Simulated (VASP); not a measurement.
# Al3Ga4N7 in VASP: notebook, part 2 of 2

VASP 6.6.1.

## (5) Single point, PBE

INCAR reads:

```
SYSTEM = Al3Ga4N7
PREC = Accurate
ENCUT = 520
EDIFF = 1E-6
ISMEAR = -1
SIGMA = 0.1379
LREAL = .FALSE.
LASPH = .TRUE.
NELM = 80
ALGO = Normal
ISIF = 2
LWAVE = .FALSE.
LCHARG = .FALSE.
GGA = PE
NBANDS = 61
ISYM = 0
```

KPOINTS reads:

```
Automatic mesh
0
Gamma
  1 1 1
  0.25 0.25 0.25
```

POSCAR reads:

```
Al3Ga4N7
1.0
    5.4234100000     -0.0218160000     -0.1020990000
   -0.0218160000      5.6737360000      0.1832450000
   -0.1020990000      0.1832450000      5.4998890000
Al N Ga
3 7 4
Direct
    0.4751876824      0.4413570711      0.2355163369
    0.2265410798      0.7671066171      0.5688984206
   -0.0828274601      0.5221245676      0.1245659108
    0.4357148264      0.0412197587      0.5312970377
    0.7107074067      0.2424365288      0.0158636354
    0.7036705317      0.5510504554      0.4303771980
    0.9552315411      1.0201221533      0.5472757543
    0.6768506612      0.7323733931      1.0304722538
    0.2583319176      0.5111180567      0.8255551343
    0.1685738034      0.5371902743      0.3227799297
    0.6945088208     -0.0820259683      0.3299303867
    0.7155668029      0.9976706143      0.8218784967
    0.1452647270      0.2822098606      0.5964356440
    0.5973306537      0.4389344283      0.7350830759
```

Potentials or basis: VASP PAW PBE potentials, release 64 (Al, N, Ga_d).

Command:

```console
> cat potpaw_PBE.64/Al/POTCAR potpaw_PBE.64/N/POTCAR potpaw_PBE.64/Ga_d/POTCAR > POTCAR
> mpirun -np 1 vasp_std > vasp.out
```

OUTCAR:

```text
SYSTEM = Al3Ga4N7
   PREC = Accurate
   ENCUT = 520
   EDIFF = 1E-6
   ISMEAR = -1
   LREAL = .FALSE.
   LASPH = .TRUE.
   NELM = 80
   ISIF = 2
   GGA = PE
   ISYM = 0

 ion  position               nearest neighbor table
   1  0.475  0.441  0.236-   6 1.75  10 1.84   5 2.17   8 2.24   9 2.51   3 2.53  14 2.80  13 2.82
                            14 2.86  11 3.01   2 3.05   3 3.10
   2  0.227  0.767  0.569-   4 1.92  10 1.96   9 1.96   7 2.06  13 2.78  14 2.84  13 2.98  11 3.00
[... 246 lines left out ...]
  energy-cutoff  :      520.00
  volume of cell :      168.99
      direct lattice vectors                 reciprocal lattice vectors
     5.423410000 -0.021816000 -0.102099000     0.184452335  0.000599290  0.003404175
    -0.021816000  5.673736000  0.183245000     0.000599290  0.176442520 -0.005867577
    -0.102099000  0.183245000  5.499889000     0.003404175 -0.005867577  0.182080541

 POSITION                                       TOTAL-FORCE (eV/Angst)
 -----------------------------------------------------------------------------------
      2.54346      2.53693      1.32767        -1.588643     -0.206352     -3.419795
      1.15381      4.45167      3.24632        -1.474345      0.730573     -0.243741
      4.95009      2.96521      0.68713        -0.285894     -1.361293     -0.842067
      2.30792      0.32172      2.88514         0.716423     -0.324458      0.560307
      3.84755      1.36292      0.05911         0.095570      2.935990      2.413356
      3.76033      3.19003      2.39616         0.759548      0.372109      2.805460
      5.12430      0.19361      2.91611        -0.294306     -2.282057      1.252060
      3.65175      4.14611      0.23269         0.012306      0.593305     -0.865479
      1.30560      3.04559      4.60775        -0.680554     -0.016019     -0.453720
      0.86957      3.10335      1.85648         2.998850     -0.055738      1.829422
      3.71289      5.25365      1.91189        -0.271205     -0.224476      0.118880
      3.77513      5.79551      4.63000         0.001114     -1.651710     -2.780399
      0.72078      1.70731      3.31721         0.038285      0.325043     -0.854829
      3.15494      2.61207      4.06232        -0.027149      1.165083      0.480543
 -----------------------------------------------------------------------------------
    total drift:                                0.000860      0.002719     -0.000247

  FREE ENERGIE OF THE ION-ELECTRON SYSTEM (eV)
  ---------------------------------------------------
  free  energy   TOTEN  =       -84.6624701349 eV

  energy  without entropy=      -84.6624397294  energy(sigma->0) =      -84.66245493
```

OSZICAR:

```text
N       E                     dE             d eps       ncg     rms          rms(c)
DAV:   1     0.120234684503E+04    0.12023E+04   -0.41118E+04   135   0.241E+03
DAV:   2     0.176766866811E+03   -0.10256E+04   -0.95965E+03   130   0.716E+02
DAV:   3    -0.759410732457E+02   -0.25271E+03   -0.23620E+03   148   0.229E+02
DAV:   4    -0.100617951050E+03   -0.24677E+02   -0.24302E+02   164   0.752E+01
DAV:   5    -0.101645407263E+03   -0.10275E+01   -0.10219E+01   164   0.156E+01    0.219E+01
DAV:   6    -0.843582096891E+02    0.17287E+02   -0.54929E+01   236   0.693E+01    0.654E+00
DAV:   7    -0.848082533530E+02   -0.45004E+00   -0.88395E+00   148   0.152E+01    0.528E+00
DAV:   8    -0.846756861398E+02    0.13257E+00   -0.80315E-01   172   0.948E+00    0.203E+00
DAV:   9    -0.846556120047E+02    0.20074E-01   -0.18491E-01   164   0.674E+00    0.644E-01
DAV:  10    -0.846576001133E+02   -0.19881E-02   -0.57275E-02   164   0.232E+00    0.391E-01
DAV:  11    -0.846599797752E+02   -0.23797E-02   -0.13665E-02   148   0.168E+00    0.195E-01
DAV:  12    -0.846617557689E+02   -0.17760E-02   -0.35580E-03   164   0.915E-01    0.814E-02
DAV:  13    -0.846623154254E+02   -0.55966E-03   -0.14755E-03   132   0.412E-01    0.320E-02
DAV:  14    -0.846624161887E+02   -0.10076E-03   -0.34078E-04   164   0.294E-01    0.175E-02
DAV:  15    -0.846624612514E+02   -0.45063E-04   -0.16781E-04   164   0.125E-01    0.136E-02
DAV:  16    -0.846624680891E+02   -0.68377E-05   -0.20621E-05   156   0.591E-02    0.587E-03
DAV:  17    -0.846624699276E+02   -0.18385E-05   -0.73950E-06   132   0.377E-02    0.310E-03
DAV:  18    -0.846624701349E+02   -0.20729E-06   -0.15238E-06   100   0.168E-02
   1 F= -.84662470E+02 E0= -.84662455E+02  d E =-.304055E-04
```

Run time: 20 s. Hardware: 1 thread of Intel Xeon Platinum 8488C (Sapphire Rapids), shared host; peak memory 0.24 GiB.

Results:

```yaml
Free_energy: -84.6625 eV
Pressure: 7.3 GPa
Largest_force: 3.802 eV/Å
Band_gap_on_the_k_mesh: 3.45 eV
```

Forces on the atoms (eV/Å):
```
Al  -1.589 -0.206 -3.420
Al  -1.474  0.731 -0.244
Al  -0.286 -1.361 -0.842
N    0.716 -0.324  0.560
N    0.096  2.936  2.413
N    0.760  0.372  2.805
N   -0.294 -2.282  1.252
N    0.012  0.593 -0.865
N   -0.681 -0.016 -0.454
N    2.999 -0.056  1.829
Ga  -0.271 -0.224  0.119
Ga   0.001 -1.652 -2.780
Ga   0.038  0.325 -0.855
Ga  -0.027  1.165  0.481
```

Stress tensor (GPa, compression positive):
```
15.88  2.46  6.04
 2.46 -1.20 -2.04
 6.04 -2.04  7.36
```

Caveat: the k points lie up to 1.16 Å⁻¹ apart.

## (6) Single point, PBE

INCAR reads:

```
PREC = Accurate
ENCUT = 520
EDIFF = 1E-6
ISMEAR = -1
SIGMA = 0.1379
LREAL = F
LASPH = T
NELM = 60
ALGO = Normal
ISIF = 2
LWAVE = F
LCHARG = F
GGA = PE
ISYM = 0
NBANDS = 61
```

KPOINTS is that of step 5.

POSCAR reads:

```
Al3Ga4N7
1.0
    5.4234100000     -0.0218160000     -0.1020990000
   -0.0218160000      5.6737360000      0.1832450000
   -0.1020990000      0.1832450000      5.4998890000
Al N Ga
3 7 4
Direct
    0.5732099062      0.5070418136      0.2838099607
    0.2545983977      0.7339340824      0.6044426516
    0.0344275569      0.5169896006      0.1088464258
    0.4804191264     -0.0229554130      0.5972701953
    0.7602594768      0.2849174138      0.0283753074
    0.8332247040      0.4993803469      0.5305704274
    0.9945941268      0.9596937473      0.5675085415
    0.7746925850      0.7530280846      1.0856565845
    0.2576522462      0.5001629266      0.8639282868
    0.2538334484      0.5042016127      0.3765384568
    0.7281703132     -0.0653359646      0.3562868177
    0.7123199966      1.0037420003      0.8475475517
    0.1589972611      0.2292081055      0.5691527996
    0.6104096413      0.4798494680      0.7590902650
```

Potentials or basis: VASP PAW PBE potentials, release 64 (Al, N, Ga_d).

Command:

```console
> cat potpaw_PBE.64/Al/POTCAR potpaw_PBE.64/N/POTCAR potpaw_PBE.64/Ga_d/POTCAR > POTCAR
> mpirun -np 1 vasp_std > vasp.out
```

Wall time 20 s (1 thread of Intel Xeon Platinum 8488C (Sapphire Rapids), shared host); peak memory 0.24 GiB.

Results (log left out):

```yaml
Free_energy: -84.6569 eV
Pressure: 8.6 GPa
Largest_force: 3.762 eV/Å
Band_gap_on_the_k_mesh: 3.06 eV
```

Forces in eV/Å, atoms in the order of the input:
```
Al   2.192 -1.638 -2.581
Al  -3.469  0.236  0.455
Al  -0.525 -0.518 -0.721
N   -0.476  0.410 -1.284
N   -0.202 -0.168  2.003
N   -1.882 -0.350 -1.578
N   -0.191 -0.584  1.539
N   -0.848 -0.911  0.193
N    1.157  0.012 -1.148
N    1.318  0.200 -1.642
Ga   0.361  0.994  0.083
Ga   2.249  0.184  0.178
Ga   0.630  2.758  1.150
Ga  -0.312 -0.625  3.355
```

Stress tensor (GPa, compression positive):
```
 8.62  3.06  4.45
 3.06  5.77 -4.35
 4.45 -4.35 11.56
```

Levels at points of the mesh, in eV from the valence-band top:
```tsv
k point	band 45	band 46	band 47	band 48	band 49	band 50	band 51	band 52
(0.25, 0.25, 0.25)	-1.05	-0.75	-0.26	0.00	3.06	3.65	4.25	4.41
```

Caveat: the k points lie up to 1.16 Å⁻¹ apart.
